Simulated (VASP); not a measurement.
Input of a VASP 6.6.1 run:

File INCAR:

```
SYSTEM = Si2Mo
PREC = Accurate
ENCUT = 520
EDIFF = 1E-8
ISMEAR = -1
SIGMA = 0.03
LREAL = .False.
LASPH = .True.
NELM = 100
ALGO = Normal
ISIF = 2
LWAVE = .False.
LCHARG = .False.
GGA = PE
LEFG = .True.
ISYM = 0
NBANDS = 18
```

The input KPOINTS:

```
regular mesh
0
Gamma
  12 12 16
  0 0 0
```

Contents of POSCAR:

```
Si2Mo
1.0
   -1.5680000000      1.5680000000      3.9305000000
    1.5680000000     -1.5680000000      3.9305000000
    1.5680000000      1.5680000000     -3.9305000000
Si Mo
2 1
Direct
    0.3330000000      0.3330000000      0.0000000000
    0.6670000000      0.6670000000      0.0000000000
    0.0000000000      0.0000000000      0.0000000000
```

Potentials or basis: VASP PAW PBE potentials, release 64 (Si, Mo_sv).

Run with:

```bash
$ cat potpaw_PBE.64/Si/POTCAR potpaw_PBE.64/Mo_sv/POTCAR > POTCAR
$ mpirun -np 1 vasp_std > vasp.out
```

(1) Estimate the pressure.

(2) What does it give for the largest force?

## Answers

(1) 11.7 GPa.

(2) 0.204 eV/Å.

Caveat: the cell differs from its parent crystal (equal xx and yy strain of -2 %); the stress differs along the axes, from 6 to 15 GPa; without QUAD_EFG the Cq values of the log hold for a quadrupole moment of 1 mb, not for the nuclei.
